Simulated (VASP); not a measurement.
# Pd (P6_3/mmc) in VASP: further runs, part 2 of 2

VASP 6.6.1.

### Step 3. Single point, BLYP, collinear spin (14.45 Å³/atom)

This run uses another cell than the first one, of 14.45 Å³/atom.

Contents of INCAR:

```
PREC     = Accurate       # precision mode
ENCUT    = 520            # plane-wave cutoff, eV
EDIFF    = 1E-7           # SCF threshold, eV
ISMEAR   = -1             # smearing method
SIGMA    = 0.05           # smearing width, eV
LREAL    = F              # projectors in reciprocal space
LASPH    = T              # aspherical terms in the spheres
NELM     = 150            # most SCF steps
ALGO     = Normal         # electronic algorithm
ISIF     = 2              # what is computed and relaxed
LWAVE    = F              # write WAVECAR
LCHARG   = F              # write CHGCAR
ISPIN    = 2              # spin polarisation
MAGMOM   = 0.322 0.322    # initial moments
LORBIT   = 11             # projections on sites
LMAXMIX  = 4              # l up to which the mixer works
GGA      = B5             # functional
ALDAX    = 1.0          
AGGAX    = 1.0          
AGGAC    = 1.0          
ALDAC    = 0.0          
NBANDS   = 21             # bands
```

Contents of KPOINTS:

```
Automatic mesh
0
Gamma
  14 14 8
```

Contents of POSCAR:

```
Pd
1.0
    2.7040464447      0.0000000000      0.0000000000
   -1.3520232223      2.3417729141      0.0000000000
    0.0000000000      0.0000000000      4.5651863036
Pd
2
Direct
    0.3333333333      0.6666666667      0.2500000000
    0.6666666667      0.3333333333      0.7500000000
```

Potentials or basis: VASP PAW PBE potentials, release 64 (Pd).

On the command line:

```sh
$ cat potpaw_PBE.64/Pd/POTCAR > POTCAR
$ mpirun -np 1 vasp_std > vasp.out
```

OUTCAR:

```text
PREC = Accurate
   ENCUT = 520
   EDIFF = 1E-7
   ISMEAR = -1
   LREAL = F
   LASPH = T
   NELM = 150
   ISIF = 2
   ISPIN = 2
   LORBIT = 11
   GGA = B5

 ion  position               nearest neighbor table
   1  0.333  0.667  0.250-   2 2.77   2 2.77   2 2.77   2 2.77   2 2.77   2 2.77
   2  0.667  0.333  0.750-   1 2.77   1 2.77   1 2.77   1 2.77   1 2.77   1 2.77

  LATTYP: Found a hexagonal cell.
 ALAT       =     2.7040464447
 C/A-ratio  =     1.6882795458

  Lattice vectors:

 A1 = (   2.7040464447,   0.0000000000,   0.0000000000)
 A2 = (  -1.3520232223,   2.3417729141,   0.0000000000)
 A3 = (   0.0000000000,   0.0000000000,   4.5651863036)

Analysis of symmetry for initial positions (statically):
=====================================================================
 Subroutine PRICEL returns:
 Original cell was already a primitive cell.

 Routine SETGRP: Setting up the symmetry group for a
 hexagonal supercell.

 Subroutine GETGRP returns: Found 24 space group operations
 (whereof 12 operations were pure point group operations)
 out of a pool of 24 trial point group operations.

The static configuration has the point symmetry D_3d.
 The point group associated with its full space group is D_6h.

Analysis of symmetry for dynamics (positions and initial velocities):
=====================================================================
 Subroutine PRICEL returns:
 Original cell was already a primitive cell.

 Routine SETGRP: Setting up the symmetry group for a
 hexagonal supercell.

 Subroutine GETGRP returns: Found 24 space group operations
 (whereof 12 operations were pure point group operations)
 out of a pool of 24 trial point group operations.

The dynamic configuration has the point symmetry D_3d.
 The point group associated with its full space group is D_6h.

Analysis of structural, dynamic, and magnetic symmetry:
=====================================================================
 Subroutine PRICEL returns:
 Original cell was already a primitive cell.

 Routine SETGRP: Setting up the symmetry group for a
 hexagonal supercell.

 Subroutine GETGRP returns: Found 24 space group operations
 (whereof 12 operations were pure point group operations)
 out of a pool of 24 trial point group operations.

The overall configuration has the point symmetry D_3d.
 The point group associated with its full space group is D_6h.

 Subroutine INISYM returns: Found 24 space group operations
 (whereof 12 operations are pure point group operations),
 and found     1 'primitive' translations

----------------------------------------------------------------------------------------

                                     Primitive cell

  volume of cell :      28.9080

  direct lattice vectors                    reciprocal lattice vectors
     2.704046445  0.000000000  0.000000000     0.369816133  0.213513444  0.000000000
    -1.352023222  2.341772914  0.000000000     0.000000000  0.427026888  0.000000000
     0.000000000  0.000000000  4.565186304     0.000000000  0.000000000  0.219049111

  length of vectors
     2.704046445  2.704046445  4.565186304     0.427026888  0.427026888  0.219049111

  position of ions in fractional coordinates (direct lattice)
     0.333333333  0.666666667  0.250000000
     0.666666667  0.333333333  0.750000000

[... 68 lines left out ...]
   ISTART =      0    job   : 0-new  1-cont  2-samecut
   ICHARG =      2    charge: 1-file 2-atom 10-const
   ISPIN  =      2    spin polarized calculation?
   LNONCOLLINEAR =      F non collinear calculations
   LSORBIT =      F    spin-orbit coupling
   LASPH  =      T    aspherical Exc in radial PAW
   ENCUT  =  520.0 eV  38.22 Ry    6.18 a.u.   5.03  5.03  8.49*2*pi/ulx,y,z
   NELM   =    150;   NELMIN=  2; NELMDL= -5     # of ELM steps
   EDIFF  = 0.1E-06   stopping-criterion for ELM
   LREAL  =      F    real-space projection
   EDIFFG = 0.1E-05   stopping-criterion for IOM
   NSW    =      0    number of steps for IOM
   IBRION =     -1    ionic relax: 0-MD 1-quasi-New 2-CG
   NFREE  =      0    steps in history (QN), initial steepest desc. (CG)
   ISIF   =      2    stress and relaxation
   ISYM   =      2    0-nonsym 1-usesym 2-fastsym
   POTIM  = 0.5000    time-step for ionic-motion
   TEBEG  =    0.0;   TEEND  =   0.0 temperature during run
   PSTRESS=    0.0 pullay stress
   NELECT =      20.0000    total number of electrons
   NUPDOWN=      -1.0000    fix difference up-down
   EMIN   =  10.00;   EMAX   =-10.00  energy-range for DOS
   EFERMI =   0.00;   METHOD = LEGACY
   ISMEAR =    -1;   SIGMA  =   0.05  broadening in eV -4-tet -1-fermi 0-gaus
   EFERMI_NEDOS =   21; number of points for ismear=-14 and -15
   IALGO  =     38    algorithm
   IMIX   =      4    mixing-type and parameters
     AMIX     =   0.40;   BMIX     =  1.00
     AMIX_MAG =   1.60;   BMIX_MAG =  1.00
  volume/ion in A,a.u.               =      14.45        97.54
  Fermi-wavevector in a.u.,A,eV,Ry     =   1.447924  2.736179 28.524385  2.096483
  Thomas-Fermi vector in A             =   2.565823
   LORBIT       =     11    0 simple, 1 ext, 2 COOP (PROOUT), +10 PAW based schemes
   GGA     = B5    functional components
   LHFCALC =     F    Hartree Fock is set to
   AEXX    =    0.0000 exact exchange contribution
   IVDW    =     0    specifies the selected vdW correction
   LEPSILON=     F    determine dielectric tensor
   LRPA    =     F    only Hartree local field effects (RPA)
 spin polarized calculation
  energy-cutoff  :      520.00
  volume of cell :       28.91
 maximum number of plane-waves:       795
 NGX is ok and might be reduce to    20
   NGX =  9   NGY =  9   NGZ = 17

 number of electron      19.9999994 magnetization       0.3990937

 Free energy of the ion-electron system (eV)
  ---------------------------------------------------
  ext. energy  EPLUGINS =         0.00000000
  ---------------------------------------------------
  free energy    TOTEN  =        -8.45271667 eV

  energy without entropy =       -8.41576862  energy(sigma->0) =       -8.43424265

 E-fermi :  10.6699     XC(G=0): -12.6651

 val. band max:       10.6685286896   @ k =   0.3571  -0.0000   0.1250
 cond. band min:      10.6732006076   @ k =   0.3571   0.0714   0.5000
 fundamental gap:      0.0046719180
 Fermi energy:        10.6699348706

 spin component 1

 k-point     1 :       0.0000    0.0000    0.0000
  band No.  band energies     occupation
      1       3.5114      1.00000
      2       5.1683      1.00000
      3       7.4353      1.00000
      4       7.7273      1.00000
      5       7.7273      1.00000
      6       8.0703      1.00000
[... 565 lines left out ...]
     20      36.4164      0.00000
     21      36.4650      0.00000

 [... further k-points ...]

 spin component 2

 k-point     1 :       0.0000    0.0000    0.0000
  band No.  band energies     occupation
      1       3.5277      1.00000
      2       5.2754      1.00000
      3       7.5939      1.00000
      4       7.8755      1.00000
      5       7.8755      1.00000
      6       8.2229      1.00000
[... 565 lines left out ...]
     20      36.6758      0.00000
     21      36.9218      0.00000

 [... further k-points ...]

------------------------ aborting loop because EDIFF is reached ----------------------------------------

  FORCE on cell =-STRESS in cart. coord.  units (eV):
  Direction    XX          YY          ZZ          XY          YZ          ZX
  --------------------------------------------------------------------------------------
  -------------------------------------------------------------------------------------
  Total        4.6228714      4.6228714      4.1439929      0.0000000      0.0000000      0.0000000
  in kB      256.2152451    256.2152451    229.6741718      0.0000000      0.0000000      0.0000000
  external PRESSURE =     247.3682206 kB  Pullay stress =       0.0000000 kB

 VOLUME and BASIS-vectors are now :
 -----------------------------------------------------------------------------
  energy-cutoff  :      520.00
  volume of cell :       28.91
      direct lattice vectors                 reciprocal lattice vectors
     2.704046445  0.000000000  0.000000000     0.369816133  0.213513444  0.000000000
    -1.352023222  2.341772914  0.000000000     0.000000000  0.427026888  0.000000000
     0.000000000  0.000000000  4.565186304     0.000000000  0.000000000  0.219049111

 POSITION                                       TOTAL-FORCE (eV/Angst)
 -----------------------------------------------------------------------------------
     -0.00000      1.56118      1.14130         0.000000     -0.000000      0.000000
      1.35202      0.78059      3.42389        -0.000000      0.000000      0.000000
 -----------------------------------------------------------------------------------
    total drift:                               -0.000000      0.000000     -0.000000

  FREE ENERGIE OF THE ION-ELECTRON SYSTEM (eV)
  ---------------------------------------------------
  free  energy   TOTEN  =        -8.4527166742 eV

  energy  without entropy=       -8.4157686171  energy(sigma->0) =       -8.43424265

 total charge

# of ion       s       p       d       tot
------------------------------------------
    1        0.487   0.478   8.557   9.522
    2        0.487   0.478   8.557   9.522
--------------------------------------------------
tot          0.975   0.955  17.114  19.044

 magnetization (x)

# of ion       s       p       d       tot
------------------------------------------
    1       -0.001  -0.004   0.202   0.198
    2       -0.001  -0.004   0.202   0.198
--------------------------------------------------
tot         -0.001  -0.007   0.404   0.396
```

Run time: 2.6 min. Hardware: 1 thread of Intel Xeon 8259CL, shared host; peak memory 0.22 GiB.

Results:

```yaml
Free_energy: -8.4527 eV
Pressure: 24.7 GPa
Net_moment: 0.40 μB per cell
Site_moments: Pd +0.20 μB
Valence_electrons_inside_the_program's_atomic_spheres: Pd 9.52
```

Levels at points of the mesh, in eV from the Fermi level:
Spin up:
```csv
k point,band 8,band 9,band 10,band 11,band 12,band 13
"(0.00, 0.00, 0.00)",-1.75,-1.75,-0.33,-0.33,0.92,6.95
"(0.50, 0.00, 0.00)",-0.09,-0.03,0.15,2.77,4.77,9.84
"(0.00, 0.00, 0.50)",-2.97,-0.81,-0.81,-0.81,-0.81,14.15
"(0.50, 0.00, 0.50)",-0.55,0.08,0.08,2.84,2.84,8.51
```
Spin down:
| k point | band 6 | band 7 | band 8 | band 9 | band 10 | band 11 | band 12 | band 13 | band 14 | band 15 |
| --- | --- | --- | --- | --- | --- | --- | --- | --- | --- | --- |
| (0.00, 0.00, 0.00) | -2.45 | -2.45 | -1.63 | -1.63 | -0.20 | -0.20 | 0.93 | 7.05 | 17.62 | 18.83 |
| (0.50, 0.00, 0.00) | -2.19 | -1.67 | 0.05 | 0.14 | 0.33 | 2.86 | 4.85 | 9.89 | 10.19 | 13.30 |
| (0.00, 0.00, 0.50) | -2.82 | -2.82 | -2.82 | -0.68 | -0.68 | -0.68 | -0.68 | 14.20 | 14.20 | 18.08 |
| (0.50, 0.00, 0.50) | -1.53 | -0.40 | -0.40 | 0.25 | 0.25 | 2.87 | 2.87 | 8.59 | 8.59 | 16.57 |

Caveat: the cell stands under pressure; a moment this small can come from the mesh or the smearing; the PAW data sets were made with another functional, which shifts forces and pressure a little.

### Step 4. Single point, BLYP, collinear spin (15.11 Å³/atom)

This run uses another cell than the first one, of 15.11 Å³/atom.

Contents of INCAR:

```
PREC = Accurate ; ENCUT = 520
EDIFF = 1E-7 ; ISMEAR = -1
SIGMA = 0.05 ; LREAL = F
LASPH = T ; NELM = 150
ALGO = Normal ; ISIF = 2
LWAVE = F ; LCHARG = T
ISPIN = 2 ; MAGMOM = 0.322 0.322
LORBIT = 11 ; LMAXMIX = 4
GGA = B5 ; ALDAX = 1.0
AGGAX = 1.0 ; AGGAC = 1.0
ALDAC = 0.0 ; LELF = T
LVHAR = T ; NBANDS = 21
```

Contents of KPOINTS:

```
regular mesh
0
Gamma
  14 14 8
```

Contents of POSCAR:

```
Pd
1.0
    2.7444112978      0.0000000000      0.0000000000
   -1.3722056489      2.3767299024      0.0000000000
    0.0000000000      0.0000000000      4.6333334595
Pd
2
Direct
    0.3333333333      0.6666666667      0.2500000000
    0.6666666667      0.3333333333      0.7500000000
```

On the command line:

```sh
$ cat potpaw_PBE.64/Pd/POTCAR > POTCAR
$ mpirun -np 1 vasp_std > vasp.out
```

Wall time 3.6 min (1 thread of Intel Xeon 8259CL, shared host); peak memory 0.23 GiB.

The run converged. Its results:

| Property | Result |
| --- | --- |
| Free energy | -8.6125 eV |
| Pressure | 14.5 GPa |
| Net moment | 0.55 μB per cell |
| Site moments | Pd +0.27 μB |
| Valence electrons inside the program's atomic spheres | Pd 9.43 |

Stress tensor (GPa, compression positive):
```
15.23  0.00  0.00
 0.00 15.23  0.00
 0.00  0.00 13.02
```

Levels at points of the mesh, in eV from the Fermi level:
Spin up:
| k point | band 6 | band 7 | band 8 | band 9 | band 10 | band 11 | band 12 | band 13 | band 14 | band 15 |
| --- | --- | --- | --- | --- | --- | --- | --- | --- | --- | --- |
| (0.00, 0.00, 0.00) | -2.46 | -2.46 | -1.66 | -1.66 | -0.34 | -0.34 | 1.02 | 6.58 | 17.56 | 18.71 |
| (0.50, 0.00, 0.00) | -2.22 | -1.67 | -0.12 | -0.08 | 0.10 | 2.68 | 4.57 | 9.53 | 9.88 | 12.74 |
| (0.00, 0.00, 0.50) | -2.80 | -2.80 | -2.80 | -0.79 | -0.79 | -0.79 | -0.79 | 13.76 | 13.76 | 17.96 |
| (0.50, 0.00, 0.50) | -1.57 | -0.54 | -0.54 | 0.03 | 0.03 | 2.82 | 2.82 | 8.12 | 8.12 | 16.28 |
Spin down:
| k point | band 6 | band 7 | band 8 | band 9 | band 10 | band 11 | band 12 | band 13 | band 14 | band 15 |
| --- | --- | --- | --- | --- | --- | --- | --- | --- | --- | --- |
| (0.00, 0.00, 0.00) | -2.25 | -2.25 | -1.50 | -1.50 | -0.17 | -0.17 | 1.03 | 6.72 | 17.57 | 18.72 |
| (0.50, 0.00, 0.00) | -2.01 | -1.52 | 0.06 | 0.16 | 0.34 | 2.80 | 4.68 | 9.60 | 9.93 | 12.83 |
| (0.00, 0.00, 0.50) | -2.60 | -2.60 | -2.60 | -0.61 | -0.61 | -0.61 | -0.61 | 13.82 | 13.82 | 17.97 |
| (0.50, 0.00, 0.50) | -1.40 | -0.33 | -0.33 | 0.26 | 0.26 | 2.87 | 2.87 | 8.23 | 8.23 | 16.31 |

Caveat: the cell stands under pressure; the PAW data sets were made with another functional, which shifts forces and pressure a little.

### Step 5. The runs side by side

| cell | k mesh | gap on the mesh (eV) | pressure (GPa) | moment (μB) |
| --- | --- | --- | --- | --- |
| a = 2.822, b = 2.822, c = 4.764 Å, angles 90.0, 90.0, 120.0°, 2 atoms | 13 × 13 × 7 | none | 0.3 | 0.00 |
| a = 2.704, b = 2.704, c = 4.565 Å, angles 90.0, 90.0, 120.0°, 2 atoms | 14 × 14 × 8 | none | 24.7 | 0.40 |
| a = 2.744, b = 2.744, c = 4.633 Å, angles 90.0, 90.0, 120.0°, 2 atoms | 14 × 14 × 8 | none | 14.5 | 0.55 |

Alike in all rows: task single point; level BLYP; potentials or basis VASP PAW PBE potentials, release 64 (Pd); spin collinear; cutoff (eV) 520; smearing fermi-dirac 0.05 eV.

Caveats: the PAW data sets were made with another functional, which shifts forces and pressure a little; the cell stands under pressure (at least some runs); a moment this small can come from the mesh or the smearing (at least some runs).

Total energies depend on the potentials used, so only differences within one code and one set of settings carry meaning.
